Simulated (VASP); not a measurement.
Here is a VASP 6.6.1 calculation.

INCAR

```
  ALGO = Normal
  EDIFF = 1E-6
  ENCUT = 520
  GGA = PE
  ISIF = 2
  ISMEAR = 0
  LASPH = True
  LCHARG = False
  LREAL = False
  LWAVE = False
  NBANDS = 36
  NELM = 100
  PREC = Accurate
  SIGMA = 0.1
```

File KPOINTS:

```
k-points
0
Gamma
  6 6 2
```

Contents of POSCAR:

```
Ga3As2N
1.0
    3.4016438612      0.0000000000      0.0000000000
   -1.7008219306      2.9459099984      0.0000000000
    0.0000000000      0.0000000000      9.6932438414
Ga As N
3 2 1
Direct
    0.3333333333      0.6666666667      0.6211392942
    0.6666666667      0.3333333333      0.3788607058
    0.0000000000      0.0000000000      0.0000000000
    0.6666666667      0.3333333333      0.8214652279
    0.3333333333      0.6666666667      0.1785347721
    0.0000000000      0.0000000000      0.5000000000
```

Potentials or basis: VASP PAW PBE potentials, release 64 (Ga_d, As, N).

The run is started by

```sh
$ cat potpaw_PBE.64/Ga_d/POTCAR potpaw_PBE.64/As/POTCAR potpaw_PBE.64/N/POTCAR > POTCAR
$ mpirun -np 1 vasp_std > vasp.out
```

(1) Predict the band gap on the k mesh.

(2) What does it give for the pressure?

Answers

(1) zero (bands 27 and 28 overlap by 2.54 eV).

(2) 0.2 GPa.
